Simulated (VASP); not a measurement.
TiCo3:

```
Ti Co
1.0
     3.61400    0.00000    0.00000
     0.00000    3.61400    0.00000
     0.00000    0.00000    3.61400
Ti Co
1 3
Direct
  0.00000 0.00000 0.00000
  0.00000 0.50000 0.50000
  0.50000 0.00000 0.50000
  0.50000 0.50000 0.00000
```

Base run:

* Program: VASP 6.6.1
* Functional: PBEsol
* Potentials or basis: VASP PAW PBE potentials, release 64 (Ti_sv, Co)
* Cutoff: 520 eV
* k mesh: 12 × 12 × 12
* Occupations: methfessel-paxton, width 0.02 eV
* Spin: collinear spin, ferrimagnetic start
* Starting moments: [-0.42, 1.21, 1.21, 1.21] μB

Its results: pressure -13.8 GPa; net moment 0.97 μB per cell.

**Question.** The run is repeated on the same cell with these changes: occupations from methfessel-paxton, width 0.02 eV to fermi-dirac, width 0.02 eV. What comes out?

**Answer.** Pressure -15.4 GPa; net moment 0.00 μB per cell.

Caveats: the cell stands under tension; the PAW data sets were made with another functional, which shifts forces and pressure a little.
